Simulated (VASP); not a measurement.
Wanted: the native input for a VASP 6.6.1 run.

- Task: relaxation of the atoms
- Functional: r2SCAN
- Potentials or basis: VASP PAW PBE potentials, release 64 (K_sv, Cl)
- Cutoff: 520 eV
- k mesh: 8 × 8 × 8
- Occupations: fermi-dirac, width 0.02 eV
- Spin: no spin polarisation
- Dipole correction: no
- Further INCAR settings: ALGO = Normal; EDIFF = 1e-06; IBRION = 2; EDIFFG = -0.01; NSW = 50

The system is KCl.

```
CELL_PARAMETERS angstrom
0.00000 3.20818 3.20818
3.20818 0.00000 3.20818
3.20818 3.20818 0.00000
ATOMIC_POSITIONS crystal
K 0.00000 0.00000 0.00000
Cl 0.50000 0.50000 0.50000
```

One way to write it, as run:

POSCAR

```
KCl
1.0
    0.0000000000      3.2081811600      3.2081811600
    3.2081811600      0.0000000000      3.2081811600
    3.2081811600      3.2081811600      0.0000000000
K Cl
1 1
Direct
    0.0000000000      0.0000000000      0.0000000000
    0.5000000000      0.5000000000      0.5000000000
```

INCAR.step1

```
  ALGO = Normal
  EDIFF = 1E-4
  ENCUT = 520
  GGA = PE
  ISMEAR = -1
  LASPH = T
  LCHARG = F
  LREAL = F
  LWAVE = T
  NELM = 100
  PREC = Accurate
  SIGMA = 0.02
```

INCAR.step2

```
  ALGO = Normal
  EDIFF = 1E-6
  EDIFFG = -0.01
  ENCUT = 520
  IBRION = 2
  ISIF = 2
  ISMEAR = -1
  ISTART = 1
  LASPH = T
  LCHARG = F
  LMIXTAU = T
  LREAL = F
  LWAVE = F
  METAGGA = R2SCAN
  NELM = 100
  NSW = 50
  PREC = Accurate
  SIGMA = 0.02
```

KPOINTS

```
k-points
0
Gamma
  8 8 8
```

Potentials or basis: VASP PAW PBE potentials, release 64 (K_sv, Cl).

Command:

```bash
$ cat potpaw_PBE.64/K_sv/POTCAR potpaw_PBE.64/Cl/POTCAR > POTCAR
$ cp INCAR.step1 INCAR
$ mpirun -np 1 vasp_std > vasp.out
$ cp INCAR.step2 INCAR
$ mpirun -np 1 vasp_std > vasp.out
```

It gave:

```json
{
  "Pressure after relaxing": "-1.0 GPa",
  "Band gap on the k mesh": "5.63 eV"
}
```

Caveat: the relaxation stopped at its first step, so nothing moved; the PAW data sets were made with another functional, which shifts forces and pressure a little.

Run time: 3.4 min on 1 thread of Intel Xeon 8259CL, with other jobs on the host, peak memory 0.22 GiB.
